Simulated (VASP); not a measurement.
# AlNi3 (Fm-3m) in VASP: settings compared, part 2 of 2

VASP 6.6.1.

## Step 6: Single point, PBEsol

File INCAR:

```
SYSTEM = AlNi3
ALGO     = Fast           ! electronic algorithm
EDIFF    = 1E-6           ! SCF threshold, eV
ENCUT    = 520            ! plane-wave cutoff, eV
GGA      = PS             ! functional
ISIF     = 2              ! what is computed and relaxed
ISMEAR   = 0              ! smearing method
LASPH    = .TRUE.         ! aspherical terms in the spheres
LCHARG   = .TRUE.         ! write CHGCAR
LELF     = .TRUE.         ! ELF
LREAL    = .FALSE.        ! projectors in reciprocal space
LVHAR    = .TRUE.       
LWAVE    = .FALSE.        ! write WAVECAR
NBANDS   = 24             ! bands
NELM     = 100            ! most SCF steps
PREC     = Accurate       ! precision mode
SIGMA    = 0.1            ! smearing width, eV
```

File KPOINTS:

```
k-points
0
G
  14 14 14
  0 0 0
```

File POSCAR:

```
AlNi3
1.0
    0.0000000000      2.7984078493      2.7984078493
    2.7984078493      0.0000000000      2.7984078493
    2.7984078493      2.7984078493      0.0000000000
Al Ni
1 3
Direct
    0.5000000000      0.5000000000      0.5000000000
    0.2500000000      0.2500000000      0.2500000000
    0.0000000000      0.0000000000      0.0000000000
    0.7500000000      0.7500000000      0.7500000000
```

Potentials or basis: VASP PAW PBE potentials, release 64 (Al, Ni).

Launch:

```
$ cat potpaw_PBE.64/Al/POTCAR potpaw_PBE.64/Ni/POTCAR > POTCAR
$ mpirun -np 1 vasp_std > vasp.out
```

OUTCAR:

```text
SYSTEM = AlNi3
   EDIFF = 1E-6
   ENCUT = 520
   GGA = PS
   ISIF = 2
   ISMEAR = 0
   LASPH = .TRUE.
   LREAL = .FALSE.
   NELM = 100
   PREC = Accurate

 ion  position               nearest neighbor table
   1  0.500  0.500  0.500-   2 2.42   2 2.42   2 2.42   2 2.42   4 2.42   4 2.42   4 2.42   4 2.42
                             3 2.80   3 2.80   3 2.80   3 2.80   3 2.80   3 2.80
   2  0.250  0.250  0.250-   3 2.42   3 2.42   3 2.42   1 2.42   3 2.42   1 2.42   1 2.42   1 2.42
                             4 2.80   4 2.80   4 2.80   4 2.80   4 2.80   4 2.80
   3  0.000  0.000  0.000-   4 2.42   4 2.42   4 2.42   2 2.42   4 2.42   2 2.42   2 2.42   2 2.42
                             1 2.80   1 2.80   1 2.80   1 2.80   1 2.80   1 2.80
   4  0.750  0.750  0.750-   1 2.42   1 2.42   1 2.42   1 2.42   3 2.42   3 2.42   3 2.42   3 2.42
                             2 2.80   2 2.80   2 2.80   2 2.80   2 2.80   2 2.80

  LATTYP: Found a face centered cubic cell.
 ALAT       =     5.5968156986

  Lattice vectors:

 A1 = (   0.0000000000,   2.7984078493,   2.7984078493)
 A2 = (   2.7984078493,   0.0000000000,   2.7984078493)
 A3 = (   2.7984078493,   2.7984078493,   0.0000000000)

[... 181 lines left out ...]

 val. band max:        9.8513994399   @ k =  -0.2857   0.5000   0.2143
 cond. band min:       9.8700257807   @ k =  -0.4286   0.4286   0.0714
 fundamental gap:      0.0186263407
 Fermi energy:         9.8553403908

 k-point     1 :       0.0000    0.0000    0.0000
  band No.  band energies     occupation
      1      -0.3782      2.00000
      2       6.2259      2.00000
      3       6.2259      2.00000
      4       6.3541      2.00000
      5       6.3541      2.00000
      6       6.3541      2.00000
[... 637 lines left out ...]
     23      17.6084      0.00000
     24      19.6179      0.00000

 [... further k-points ...]

------------------------ aborting loop because EDIFF is reached ----------------------------------------

  FORCE on cell =-STRESS in cart. coord.  units (eV):
  Direction    XX          YY          ZZ          XY          YZ          ZX
  --------------------------------------------------------------------------------------
  -------------------------------------------------------------------------------------
  Total        0.0240112      0.0240112      0.0240112     -0.0000000     -0.0000000      0.0000000
  in kB        0.8777313      0.8777313      0.8777313     -0.0000000     -0.0000000      0.0000000
  external PRESSURE =       0.8777313 kB  Pullay stress =       0.0000000 kB

 VOLUME and BASIS-vectors are now :
 -----------------------------------------------------------------------------
  energy-cutoff  :      520.00
  volume of cell :       43.83
      direct lattice vectors                 reciprocal lattice vectors
     0.000000000  2.798407849  2.798407849    -0.178673027  0.178673027  0.178673027
     2.798407849  0.000000000  2.798407849     0.178673027 -0.178673027  0.178673027
     2.798407849  2.798407849  0.000000000     0.178673027  0.178673027 -0.178673027

 POSITION                                       TOTAL-FORCE (eV/Angst)
 -----------------------------------------------------------------------------------
      2.79841      2.79841      2.79841         0.000000      0.000000      0.000000
      1.39920      1.39920      1.39920         0.000000      0.000000      0.000000
      0.00000      0.00000      0.00000         0.000000      0.000000      0.000000
      4.19761      4.19761      4.19761        -0.000000     -0.000000     -0.000000
 -----------------------------------------------------------------------------------
    total drift:                                0.000000     -0.000000      0.000000

  FREE ENERGIE OF THE ION-ELECTRON SYSTEM (eV)
  ---------------------------------------------------
  free  energy   TOTEN  =       -24.0768297807 eV

  energy  without entropy=      -24.0637310735  energy(sigma->0) =      -24.07028043
```

OSZICAR:

```text
N       E                     dE             d eps       ncg     rms          rms(c)
DAV:   1     0.184711050163E+03    0.18471E+03   -0.14255E+04  5056   0.176E+03
DAV:   2    -0.193055059821E+02   -0.20402E+03   -0.19209E+03  5016   0.319E+02
DAV:   3    -0.279714666982E+02   -0.86660E+01   -0.82906E+01  6056   0.911E+01
DAV:   4    -0.281003207674E+02   -0.12885E+00   -0.12878E+00  6208   0.962E+00
DAV:   5    -0.281042517464E+02   -0.39310E-02   -0.39309E-02  6472   0.154E+00    0.195E+01
RMM:   6    -0.277253516223E+02    0.37890E+00   -0.40570E+01  5444   0.748E+01    0.179E+01
RMM:   7    -0.242274588699E+02    0.34979E+01   -0.11174E+01  5078   0.417E+01    0.520E+00
RMM:   8    -0.244729101890E+02   -0.24545E+00   -0.67765E-01  5372   0.899E+00    0.713E+00
RMM:   9    -0.240942392893E+02    0.37867E+00   -0.26575E-01  5376   0.601E+00    0.891E-01
RMM:  10    -0.240785350740E+02    0.15704E-01   -0.36533E-02  5293   0.156E+00    0.510E-01
RMM:  11    -0.240766833012E+02    0.18518E-02   -0.92843E-03  5965   0.976E-01    0.181E-01
RMM:  12    -0.240769742715E+02   -0.29097E-03   -0.24597E-03  5852   0.501E-01    0.170E-01
RMM:  13    -0.240768041844E+02    0.17009E-03   -0.99341E-04  6013   0.303E-01    0.406E-02
RMM:  14    -0.240768259779E+02   -0.21794E-04   -0.30810E-04  6599   0.116E-01    0.158E-02
RMM:  15    -0.240768296697E+02   -0.36918E-05   -0.54112E-05  6872   0.449E-02    0.921E-03
RMM:  16    -0.240768297807E+02   -0.11099E-06   -0.48763E-06  4495   0.169E-02
   1 F= -.24076830E+02 E0= -.24070280E+02  d E =-.130987E-01
```

Run time: 2.2 min. Hardware: 1 thread of Intel Xeon Platinum 8259CL at 2.50GHz (Skylake/Cascade Lake), shared host; peak memory 0.23 GiB.

What came out:

* Free energy: -24.0768 eV
* Pressure: 0.1 GPa

Levels at points of the mesh, in eV from the Fermi level:
| k point | band 13 | band 14 | band 15 | band 16 | band 17 | band 18 | band 19 | band 20 |
| --- | --- | --- | --- | --- | --- | --- | --- | --- |
| (0.00, 0.00, 0.00) | -0.56 | -0.56 | -0.52 | -0.52 | 5.46 | 5.46 | 5.46 | 5.95 |
| (0.50, 0.00, 0.00) | -0.65 | -0.65 | -0.48 | -0.48 | -0.15 | 4.33 | 4.33 | 4.82 |
| (0.50, 0.50, 0.00) | -1.06 | -0.75 | -0.60 | -0.36 | -0.35 | -0.35 | -0.04 | 4.28 |

Caveat: the PAW data sets were made with another functional, which shifts forces and pressure a little. Spin polarisation is off, so any magnetic state and its effect on volume and gap are missing.

## Step 7: The runs side by side

```csv
task,level,potentials or basis,cell,k mesh,cutoff (eV),gap on the mesh (eV),pressure (GPa),relaxed volume (Å³/atom)
single point,PBEsol,"VASP PAW PBE potentials, release 64 (Al, Ni)","a = 3.958 Å, angles 60.0°, 4 atoms",8 × 8 × 8,520,none,0.1,-
relaxation of cell and atoms,PBEsol,"VASP PAW PBE potentials, release 64 (Al, Ni)","relaxed from a = 3.962 Å, angles 60.0°, 4 atoms",6 × 6 × 6,600,none,0.0,10.96
relaxation of cell and atoms,PBEsol,"VASP PAW PBE potentials, release 64 (Al, Ni)","relaxed from a = 3.962 Å, angles 60.0°, 4 atoms",8 × 8 × 8,600,none,0.0,10.95
single point,LDA,"VASP PAW LDA potentials, release 64 (Al, Ni)","a = 3.915 Å, angles 60.0°, 4 atoms",14 × 14 × 14,520,none,0.2,-
single point,PBEsol,"VASP PAW PBE potentials, release 64 (Al, Ni)","a = 3.958 Å, angles 60.0°, 4 atoms",14 × 14 × 14,520,none,0.1,-
```

Alike in all rows: no spin polarisation; smearing gaussian 0.1 eV.

Caveats: the PAW data sets were made with another functional, which shifts forces and pressure a little (some runs).

Absolute energies hang on the potentials; compare differences alone.
